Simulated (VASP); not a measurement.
# Si (Imma) in VASP: notebook

The runs below take Si through single point, with LDA.

All numbers are computed with VASP 6.6.1; they aren't measurements. Logs are shortened: lines on timing, memory, paths and dates and some standing lists are left out, and cuts for length are marked.

### 1 The cell of the first run

Symmetry: Imma, No. 74, orthorhombic system. The conventional cell has a = 4.410 Å, b = 4.640 Å, c = 2.498 Å, α = 90.00°, β = 90.00°, γ = 90.00°. Si (site symmetry mm2) has 8 Si at 2.34 to 2.69 Å within 3.1 Å.

### 2 Single point, LDA

Contents of INCAR:

```
PREC = Accurate
ENCUT = 520
EDIFF = 1E-7
ISMEAR = -1
SIGMA = 0.1
LREAL = False
LASPH = True
NELM = 80
ALGO = Normal
ISIF = 2
LWAVE = False
LCHARG = False
NBANDS = 11
```

Contents of KPOINTS:

```
regular mesh
0
Gamma
  13 13 13
```

Contents of POSCAR:

```
Si
1.0
   -2.2050483307      2.3201496985      1.2489722886
    2.2050483307     -2.3201496985      1.2489722886
    2.2050483307      2.3201496985     -1.2489722886
Si
2
Direct
    0.8070000000      0.0570000000      0.7500000000
    0.1930000000      0.9430000000      0.2500000000
```

Potentials or basis: VASP PAW LDA potentials, release 64 (Si).

Launch:

```sh
$ cat potpaw_LDA.64/Si/POTCAR > POTCAR
$ mpirun -np 1 vasp_std > vasp.out
```

OUTCAR:

```text
PREC = Accurate
   ENCUT = 520
   EDIFF = 1E-7
   ISMEAR = -1
   LREAL = False
   LASPH = True
   NELM = 80
   ISIF = 2

 ion  position               nearest neighbor table
   1  0.807  0.057  0.750-   2 2.34   2 2.34   2 2.41   2 2.41   2 2.69   2 2.69
   2  0.193  0.943  0.250-   1 2.34   1 2.34   1 2.41   1 2.41   1 2.69   1 2.69

  LATTYP: Found a body centered orthorhombic cell.
 ALAT       =     2.4979445772
 B/A-ratio  =     1.7654901961
 C/A-ratio  =     1.8576470588

  Lattice vectors:

 A1 = (   2.2050483307,  -2.3201496985,   1.2489722886)
 A2 = (  -2.2050483307,  -2.3201496985,  -1.2489722886)
 A3 = (   2.2050483307,   2.3201496985,  -1.2489722886)

Analysis of symmetry for initial positions (statically):
=====================================================================
 Subroutine PRICEL returns:
 Original cell was already a primitive cell.

 Routine SETGRP: Setting up the symmetry group for a
 body centered orthorhombic supercell.

 Subroutine GETGRP returns: Found  8 space group operations
 (whereof  4 operations were pure point group operations)
 out of a pool of  8 trial point group operations.

The static configuration has the point symmetry C_2h.
 The point group associated with its full space group is D_2h.

Analysis of symmetry for dynamics (positions and initial velocities):
=====================================================================
 Subroutine PRICEL returns:
 Original cell was already a primitive cell.

 Routine SETGRP: Setting up the symmetry group for a
 body centered orthorhombic supercell.

 Subroutine GETGRP returns: Found  8 space group operations
 (whereof  4 operations were pure point group operations)
 out of a pool of  8 trial point group operations.

The dynamic configuration has the point symmetry C_2h.
 The point group associated with its full space group is D_2h.

 Subroutine INISYM returns: Found  8 space group operations
 (whereof  4 operations are pure point group operations),
 and found     1 'primitive' translations

----------------------------------------------------------------------------------------

                                     Primitive cell

  volume of cell :      25.5592

  direct lattice vectors                    reciprocal lattice vectors
    -2.205048331  2.320149698  1.248972289     0.000000000  0.215503336  0.400329138
     2.205048331 -2.320149698  1.248972289     0.226752400  0.000000000  0.400329138
     2.205048331  2.320149698 -1.248972289     0.226752400  0.215503336  0.000000000

  length of vectors
     3.435879006  3.435879006  3.435879006     0.454648333  0.460087024  0.312823174

  position of ions in fractional coordinates (direct lattice)
     0.807000000  0.057000000  0.750000000
     0.193000000  0.943000000  0.250000000

  ion indices of the primitive-cell ions
   primitive index   ion index
                 1           1
                 2           2

----------------------------------------------------------------------------------------

 KPOINTS: regular mesh

Automatic generation of k-mesh.
 Grid dimensions read from file:
 generate k-points for:   13   13   13

 Generating k-lattice:

  Cartesian coordinates                     Fractional coordinates (reciprocal lattice)
     0.000000000  0.016577180  0.030794549     0.076923077  0.000000000  0.000000000
     0.017442492  0.000000000  0.030794549    -0.000000000  0.076923077  0.000000000
     0.017442492  0.016577180  0.000000000    -0.000000000  0.000000000  0.076923077

  Length of vectors
     0.034972949  0.035391310  0.024063321

  Shift w.r.t. Gamma in fractional coordinates (k-lattice)
     0.000000000  0.000000000  0.000000000

 Subroutine IBZKPT returns following result:
 ===========================================

 Found    343 irreducible k-points:

 Following reciprocal coordinates:
            Coordinates               Weight
  0.000000  0.000000  0.000000      1.000000
  0.076923 -0.000000  0.000000      4.000000
  0.153846  0.000000 -0.000000      4.000000
  0.230769  0.000000 -0.000000      4.000000
  0.307692  0.000000 -0.000000      4.000000
  0.384615  0.000000 -0.000000      4.000000
[... 16 lines left out ...]
  0.153846  0.153846 -0.000000      8.000000
  0.230769  0.153846 -0.000000      8.000000
 [... further k-points ...]
   k-points           NKPTS =    343   k-points in BZ     NKDIM =    343   number of bands    NBANDS=     11
   number of dos      NEDOS =    301   number of ions     NIONS =      2
   total plane-waves  NPLWV =  21952
   dimension x,y,z NGX =    28 NGY =   28 NGZ =   28
   dimension x,y,z NGXF=    56 NGYF=   56 NGZF=   56
   ions per type =               2
   NGX,Y,Z   is equivalent  to a cutoff of  13.55, 13.55, 13.55 a.u.
   NGXF,Y,Z  is equivalent  to a cutoff of  27.10, 27.10, 27.10 a.u.
 SYSTEM =  unknown system
   PREC   = accura    normal or accurate (medium, high low for compatibility)
   ISTART =      0    job   : 0-new  1-cont  2-samecut
   ICHARG =      2    charge: 1-file 2-atom 10-const
   ISPIN  =      1    spin polarized calculation?
   LNONCOLLINEAR =      F non collinear calculations
   LSORBIT =      F    spin-orbit coupling
   LASPH  =      T    aspherical Exc in radial PAW
   ENCUT  =  520.0 eV  38.22 Ry    6.18 a.u.   6.39  6.39  6.39*2*pi/ulx,y,z
   NELM   =     80;   NELMIN=  2; NELMDL= -5     # of ELM steps
   EDIFF  = 0.1E-06   stopping-criterion for ELM
   LREAL  =      F    real-space projection
   EDIFFG = 0.1E-05   stopping-criterion for IOM
   NSW    =      0    number of steps for IOM
   IBRION =     -1    ionic relax: 0-MD 1-quasi-New 2-CG
   NFREE  =      0    steps in history (QN), initial steepest desc. (CG)
   ISIF   =      2    stress and relaxation
   ISYM   =      2    0-nonsym 1-usesym 2-fastsym
   POTIM  = 0.5000    time-step for ionic-motion
   TEBEG  =    0.0;   TEEND  =   0.0 temperature during run
   PSTRESS=    0.0 pullay stress
   NELECT =       8.0000    total number of electrons
   NUPDOWN=      -1.0000    fix difference up-down
   EMIN   =  10.00;   EMAX   =-10.00  energy-range for DOS
   EFERMI =   0.00;   METHOD = LEGACY
   ISMEAR =    -1;   SIGMA  =   0.10  broadening in eV -4-tet -1-fermi 0-gaus
   EFERMI_NEDOS =   21; number of points for ismear=-14 and -15
   IALGO  =     38    algorithm
   IMIX   =      4    mixing-type and parameters
     AMIX     =   0.40;   BMIX     =  1.00
     AMIX_MAG =   1.60;   BMIX_MAG =  1.00
  volume/ion in A,a.u.               =      12.78        86.24
  Fermi-wavevector in a.u.,A,eV,Ry     =   1.111533  2.100494 16.810087  1.235507
  Thomas-Fermi vector in A             =   2.248098
   LORBIT       =      0    0 simple, 1 ext, 2 COOP (PROOUT), +10 PAW based schemes
   GGA     = CA    functional components
   LHFCALC =     F    Hartree Fock is set to
   AEXX    =    0.0000 exact exchange contribution
   IVDW    =     0    specifies the selected vdW correction
   LEPSILON=     F    determine dielectric tensor
   LRPA    =     F    only Hartree local field effects (RPA)
 non-spin polarized calculation
  energy-cutoff  :      520.00
  volume of cell :       25.56
 maximum number of plane-waves:       704
 NGX is ok and might be reduce to    28
   NGX = 13   NGY = 13   NGZ = 13

 number of electron       8.0000000 magnetization

 Free energy of the ion-electron system (eV)
  ---------------------------------------------------
  ext. energy  EPLUGINS =         0.00000000
  ---------------------------------------------------
  free energy    TOTEN  =       -11.26377265 eV

  energy without entropy =      -11.24095231  energy(sigma->0) =      -11.25236248

 E-fermi :  11.5566     XC(G=0): -11.7082

 val. band max:       11.5538941870   @ k =   0.4615   0.3846   0.0769
 cond. band min:      11.5605448197   @ k =  -0.3077   0.3846   0.1538
 fundamental gap:      0.0066506327
 Fermi energy:        11.5565981562

 k-point     1 :       0.0000    0.0000    0.0000
  band No.  band energies     occupation
      1      -3.8032      2.00000
      2       8.4416      2.00000
      3       8.9633      2.00000
      4      10.0651      2.00000
      5      12.3820      0.00052
      6      19.4113      0.00000
      7      21.1076      0.00000
      8      21.9668      0.00000
      9      22.6951      0.00000
     10      22.8583      0.00000
     11      23.8701      0.00000

 k-point     2 :       0.0769   -0.0000    0.0000
  band No.  band energies     occupation
      1      -3.6267      2.00000
      2       8.3659      2.00000
      3       8.5816      2.00000
      4      10.7160      1.99955
      5      12.7924      0.00001
      6      18.3789      0.00000
      7      19.9572      0.00000
      8      21.3383      0.00000
      9      21.6794      0.00000
     10      22.3791      0.00000
     11      23.6954      0.00000

 k-point     3 :       0.1538    0.0000   -0.0000
  band No.  band energies     occupation
      1      -3.0984      2.00000
      2       8.1769      2.00000
      3       8.2621      2.00000
      4      11.8120      0.14429
      5      13.8947      0.00000
      6      16.7644      0.00000
      7      17.0803      0.00000
      8      19.4281      0.00000
      9      19.9242      0.00000
     10      21.0742      0.00000
     11      24.2037      0.00000
[... 267 lines left out ...]
 k-point    23 :       0.1538    0.1538   -0.0000
  band No.  band energies     occupation
      1      -1.2942      2.00000
      2       7.8692      2.00000
      3      10.2963      1.99999
      4      11.3571      1.76054
      5      12.1976      0.00329
      6      14.1181      0.00000
      7      16.1540      0.00000
      8      16.2585      0.00000
      9      17.5007      0.00000
     10      19.9657      0.00000
     11      23.0617      0.00000

 k-point    24 :       0.2308    0.1538   -0.0000
  band No.  band energies     occupation
      1       0.1100      2.00000
      2       8.2233      2.00000
      3       8.4691      2.00000
      4       9.9341      2.00000
      5      11.8770      0.07804
      6      14.2686      0.00000
      7      15.5247      0.00000
      8      15.5499      0.00000
      9      19.3488      0.00000
     10      19.7676      0.00000
     11      24.0459      0.00000

 [... further k-points ...]

------------------------ aborting loop because EDIFF is reached ----------------------------------------

  FORCE on cell =-STRESS in cart. coord.  units (eV):
  Direction    XX          YY          ZZ          XY          YZ          ZX
  --------------------------------------------------------------------------------------
  -------------------------------------------------------------------------------------
  Total        3.3328146      4.1365122      3.2705025      0.0000000     -0.0000000      0.0000000
  in kB      208.9175045    259.2972882    205.0114648      0.0000000     -0.0000000      0.0000000
  external PRESSURE =     224.4087525 kB  Pullay stress =       0.0000000 kB

 VOLUME and BASIS-vectors are now :
 -----------------------------------------------------------------------------
  energy-cutoff  :      520.00
  volume of cell :       25.56
      direct lattice vectors                 reciprocal lattice vectors
    -2.205048331  2.320149698  1.248972289     0.000000000  0.215503336  0.400329138
     2.205048331 -2.320149698  1.248972289     0.226752400  0.000000000  0.400329138
     2.205048331  2.320149698 -1.248972289     0.226752400  0.215503336  0.000000000

 POSITION                                       TOTAL-FORCE (eV/Angst)
 -----------------------------------------------------------------------------------
     -0.00000      3.48022      0.14238        -0.000000     -0.000000     -0.046044
      2.20505     -1.16007      1.10659         0.000000      0.000000      0.046044
 -----------------------------------------------------------------------------------
    total drift:                               -0.000000     -0.000000      0.000000

  FREE ENERGIE OF THE ION-ELECTRON SYSTEM (eV)
  ---------------------------------------------------
  free  energy   TOTEN  =       -11.2637726493 eV

  energy  without entropy=      -11.2409523088  energy(sigma->0) =      -11.25236248
```

It took 35 s on 1 thread of Intel Xeon 6975P-C (Granite Rapids), shared host; peak memory 0.19 GiB.

Results:

- Free energy: -11.2638 eV
- Pressure: 22.4 GPa
- Largest force: 0.046 eV/Å
- Band gap on the k mesh: zero (band 4 reaches 14.46 eV, above the bottom of band 5 at 6.97 eV)

Forces in eV/Å, atoms in the order of the input:
```
Si   0.000  0.000 -0.046
Si   0.000  0.000  0.046
```

Stress tensor (GPa, compression positive):
```
20.89  0.00  0.00
 0.00 25.93  0.00
 0.00  0.00 20.50
```

### 3 Single point, LDA

This run uses another cell than the first one, of 13.05 Å³/atom, 1.021 times its volume.

Contents of INCAR:

```
PREC = Accurate
ENCUT = 520
EDIFF = 1E-7
ISMEAR = -1
SIGMA = 0.1
LREAL = F
LASPH = T
NELM = 80
ALGO = Normal
ISIF = 2
LWAVE = F
LCHARG = F
NBANDS = 11
```

Contents of KPOINTS:

```
Automatic mesh
0
Gamma
  13 13 13
```

Contents of POSCAR:

```
Si
1.0
   -2.2205773517      2.3364893192      1.2577681579
    2.2205773517     -2.3364893192      1.2577681579
    2.2205773517      2.3364893192     -1.2577681579
Si
2
Direct
    0.8070000000      0.0570000000      0.7500000000
    0.1930000000      0.9430000000      0.2500000000
```

Potentials or basis: VASP PAW LDA potentials, release 64 (Si).

Launch:

```sh
$ cat potpaw_LDA.64/Si/POTCAR > POTCAR
$ mpirun -np 1 vasp_std > vasp.out
```

Wall time 36 s (1 thread of Intel Xeon 6975P-C (Granite Rapids), shared host); peak memory 0.19 GiB.

The run converged. Its results:

* Free energy: -11.3328 eV
* Pressure: 18.2 GPa
* Largest force: 0.022 eV/Å
* Band gap on the k mesh: zero (band 4 reaches 14.12 eV, above the bottom of band 5 at 6.77 eV)

Forces in eV/Å, atoms in the order of the input:
```
Si   0.000  0.000 -0.022
Si   0.000  0.000  0.022
```

Stress tensor (GPa, compression positive):
```
16.91  0.00  0.00
 0.00 21.17  0.00
 0.00  0.00 16.62
```

Levels at points of the mesh, in eV from the Fermi level:
| k point | band 2 | band 3 | band 4 | band 5 | band 6 | band 7 |
| --- | --- | --- | --- | --- | --- | --- |
| (0.00, 0.00, 0.00) | -3.06 | -2.55 | -1.56 | 0.93 | 7.83 | 9.38 |

### 4 Single point, LDA

This run uses another cell than the first one, of 13.32 Å³/atom, 1.043 times its volume.

Contents of INCAR:

```
PREC = Accurate
ENCUT = 520
EDIFF = 1E-6
ISMEAR = -1
SIGMA = 0.1
LREAL = F
LASPH = T
NELM = 80
ALGO = Normal
ISIF = 2
LWAVE = F
LCHARG = T
LELF = T
LVHAR = T
NBANDS = 11
```

Contents of KPOINTS:

```
regular mesh
0
Gamma
  13 13 13
```

Contents of POSCAR:

```
Si
1.0
   -2.2358921622      2.3526035479      1.2664426952
    2.2358921622     -2.3526035479      1.2664426952
    2.2358921622      2.3526035479     -1.2664426952
Si
2
Direct
    0.8070000000      0.0570000000      0.7500000000
    0.1930000000      0.9430000000      0.2500000000
```

Launch:

```sh
$ cat potpaw_LDA.64/Si/POTCAR > POTCAR
$ mpirun -np 1 vasp_std > vasp.out
```

Wall time 34 s (1 thread of Intel Xeon 6975P-C (Granite Rapids), shared host); peak memory 0.19 GiB.

It converged, with:

* Free energy: -11.3882 eV
* Pressure: 14.4 GPa
* Band gap on the k mesh: zero (band 4 reaches 13.79 eV, above the bottom of band 5 at 6.58 eV)

Stress tensor (GPa, compression positive):
```
13.30  0.00  0.00
 0.00 16.89  0.00
 0.00  0.00 13.11
```

Levels at points of the mesh, in eV from the Fermi level:
| k point | band 1 | band 2 | band 3 | band 4 | band 5 | band 6 | band 7 | band 8 |
| --- | --- | --- | --- | --- | --- | --- | --- | --- |
| (0.00, 0.00, 0.00) | -14.95 | -3.01 | -2.51 | -1.63 | 1.03 | 7.80 | 9.21 | 10.08 |

### 5 Single point, LDA

This run uses another cell than the first one, of 13.60 Å³/atom, 1.064 times its volume.

Contents of INCAR:

```
SYSTEM = Si
  PREC = Accurate
  ENCUT = 520
  EDIFF = 1E-6
  ISMEAR = -1
  SIGMA = 0.1
  LREAL = .FALSE.
  LASPH = .TRUE.
  NELM = 80
  ALGO = Normal
  ISIF = 2
  LWAVE = .FALSE.
  LCHARG = .TRUE.
  GGA = CA
  LELF = .TRUE.
  LVHAR = .TRUE.
  NBANDS = 11
```

Contents of KPOINTS:

```
Automatic mesh
0
G
  13 13 13
  0 0 0
```

Contents of POSCAR:

```
Si
1.0
   -2.2510000000      2.3685000000      1.2750000000
    2.2510000000     -2.3685000000      1.2750000000
    2.2510000000      2.3685000000     -1.2750000000
Si
2
Direct
    0.8070000000      0.0570000000      0.7500000000
    0.1930000000      0.9430000000      0.2500000000
```

Launch:

```sh
$ cat potpaw_LDA.64/Si/POTCAR > POTCAR
$ mpirun -np 1 vasp_std > vasp.out
```

Run time: 34 s. Hardware: 1 thread of Intel Xeon 6975P-C (Granite Rapids), shared host; peak memory 0.19 GiB.

The run converged. Its results:

| Property | Result |
| --- | --- |
| Free energy | -11.4313 eV |
| Pressure | 11.0 GPa |
| Largest force | 0.019 eV/Å |
| Band gap on the k mesh | zero (band 4 reaches 13.47 eV, above the bottom of band 5 at 6.39 eV) |

Forces on the atoms (eV/Å):
```
Si   0.000  0.000  0.019
Si   0.000  0.000 -0.019
```

Stress tensor (GPa, compression positive):
```
10.01  0.00  0.00
 0.00 13.02  0.00
 0.00  0.00  9.96
```

Levels at points of the mesh, in eV from the Fermi level:
```tsv
k point	band 1	band 2	band 3	band 4	band 5	band 6	band 7	band 8	band 9
(0.00, 0.00, 0.00)	-14.76	-2.96	-2.47	-1.70	1.13	7.77	9.05	9.92	10.48
```

### 6 Summary

| cell | gap on the mesh (eV) | pressure (GPa) | largest force (eV/Å) |
| --- | --- | --- | --- |
| a = 3.436 Å, angles 100.2, 95.0, 137.4°, 2 atoms | none | 22.4 | 0.05 |
| a = 3.460 Å, angles 100.2, 95.0, 137.4°, 2 atoms | none | 18.2 | 0.02 |
| a = 3.484 Å, angles 100.2, 95.0, 137.4°, 2 atoms | none | 14.4 | - |
| a = 3.507 Å, angles 100.2, 95.0, 137.4°, 2 atoms | none | 11.0 | 0.02 |

Alike in all rows: task single point; level LDA; potentials or basis VASP PAW LDA potentials, release 64 (Si); no spin polarisation; k mesh 13 × 13 × 13; cutoff (eV) 520; smearing fermi-dirac 0.1 eV.

Total energies depend on the potentials used, so only differences within one code and one set of settings carry meaning.
